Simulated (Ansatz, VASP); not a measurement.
## SrCl2: VASP beside Ansatz

```xyz
3
Lattice="0.0000 3.5192 3.5192 3.5192 0.0000 3.5192 3.5192 3.5192 0.0000" Properties=species:S:1:pos:R:3 pbc="T T T"
Sr    0.0000    0.0000    0.0000
Cl    1.7596    1.7596    1.7596
Cl    5.2788    5.2788    5.2788
```

Alike in both runs: task single point; functional PBE; k mesh 6 × 6 × 6; occupations fermi-dirac, width 0.02 eV; no spin polarisation.

|  | VASP | Ansatz |
| --- | --- | --- |
| version | VASP 6.6.1 | Ansatz 0.2.0 |
| potentials or method | VASP PAW PBE potentials, release 64 (Sr_sv, Cl), cutoff 520 eV | all-electron LAPW, scalar-relativistic |

Ansatz gave:

| Property | Result |
| --- | --- |
| gap on the k mesh at the Fermi level (eV) | 5.24 |
| pressure (GPa) | 0.0 |

Problem. Estimate VASP's values.

Solution. gap on the k mesh at the Fermi level (eV): 5.24; pressure (GPa): 0.1.

Ansatz ran all-electron here, and VASP with PAW potentials.
